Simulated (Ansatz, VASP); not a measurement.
**One calculation of Zr, two programs**

File INCAR:

```
SYSTEM = Zr
  ALGO = Normal
  EDIFF = 1E-7
  EDIFFG = -0.04
  ENCUT = 600
  GGA = PS
  IBRION = 2
  ISIF = 3
  ISMEAR = 0
  LASPH = .True.
  LCHARG = .False.
  LREAL = .False.
  LWAVE = .False.
  NELM = 100
  NSW = 90
  PREC = Accurate
  SIGMA = 0.1
```

KPOINTS

```
k-points
0
Gamma
  6 6 4
  0 0 0
```

Contents of POSCAR:

```
Zr
1.0
    4.0599780736      0.0000000000      0.0000000000
   -2.0299890368      3.5160441505      0.0000000000
    0.0000000000      0.0000000000      6.6989638214
Zr
4
Direct
    0.3333333333      0.6666666667      0.4375000000
    0.6666666667      0.3333333333      0.9375000000
    0.6666666667      0.3333333333      0.5625000000
    0.3333333333      0.6666666667      0.0625000000
```

Input for Ansatz:

```yaml
crystal:
  lattice:
    - [4.0599780736, 0.0, 0.0]
    - [-2.0299890368, 3.5160441505, 0.0]
    - [0.0, 0.0, 6.6989638214]
  atoms:
    - { symbol: Zr, position: [0.3333333333, 0.6666666667, 0.4375] }
    - { symbol: Zr, position: [0.6666666667, 0.3333333333, 0.9375] }
    - { symbol: Zr, position: [0.6666666667, 0.3333333333, 0.5625] }
    - { symbol: Zr, position: [0.3333333333, 0.6666666667, 0.0625] }
basis:
  ecutwfc: 420
kpoints:
  mp_grid: { grid: [6, 6, 4] }
hamiltonian:
  xc: pbesol
scf:
  occupations: { method: gaussian, width: 0.1 }
  lower_state_search: "off"
output:
  forces: true
  stress: true
  eigenvalues: true
relax:
  adjacent_minimum: "off"
  f_tol: 0.04
  max_steps: 70
  cell: { stress_tol: 0.4 }
```

Alike in both runs: task relaxation of cell and atoms; functional PBEsol; k mesh 6 × 6 × 4; occupations gaussian, width 0.1 eV; no spin polarisation.

|  | VASP | Ansatz |
| --- | --- | --- |
| version | VASP 6.6.1 | Ansatz 0.2.0 |
| potentials or method | VASP PAW PBE potentials, release 64 (Zr_sv), cutoff 600 eV | scalar-relativistic, plane waves, PAW |
| valence electrons in the cell | 48 | 48 |

|  | VASP | Ansatz | Ansatz less VASP |
| --- | --- | --- | --- |
| gap on the k mesh at the Fermi level, each at its own relaxed structure (eV) | none | none | - |
| relaxed volume (Å³/atom) | 30.05 | 29.84 | -0.217 |
| relaxed length of the cell vector where the two differ most in proportion (Å) | 5.059 | 5.040 | -0.0189 |

VASP's potentials were made for PBE, not for PBEsol. A gap of «none» marks a metal or a gap that the smearing closes.

Noted on VASP's run: the volume moved by over 15 % at a fixed basis, so the end points are rough.
